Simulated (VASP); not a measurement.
A run of VASP 6.6.1 is set up as follows.

The input INCAR:

```
SYSTEM = O
ALGO = Normal
EDIFF = 1E-8
ENCUT = 520
GGA = PE
ISIF = 2
ISMEAR = -1
LASPH = .True.
LCHARG = .False.
LEFG = .True.
LREAL = .False.
LWAVE = .False.
NBANDS = 13
NELM = 100
PREC = Accurate
SIGMA = 0.01
```

The input KPOINTS:

```
k-points
0
Gamma
  12 12 12
  0 0 0
```

POSCAR

```
O
1.0
    0.0000000000      2.0790661029      3.2996437827
    1.4583698480      0.0000000000      3.2996437827
    1.4583698480      2.0790661029      0.0000000000
O
2
Direct
    0.0871000000      0.0871000000      0.9129000000
    0.9129000000      0.9129000000      0.0871000000
```

Potentials or basis: VASP PAW PBE potentials, release 64 (O).

Command:

```console
$ cat potpaw_PBE.64/O/POTCAR > POTCAR
$ mpirun -np 1 vasp_std > vasp.out
```

(1) Predict the band gap on the k mesh.

(2) Predict the largest force.

Results:

(1) zero (bands 6 and 7 overlap by 1.88 eV).

(2) 7.599 eV/Å.

Caveat: the standard files for N, O and F lose accuracy on very short bonds; spin is off for a triplet molecule; without QUAD_EFG the Cq values of the log hold for a quadrupole moment of 1 mb, not for the nuclei; forces of over 1 eV/Å act on the atoms, so gaps and moduli don't describe the material at rest.
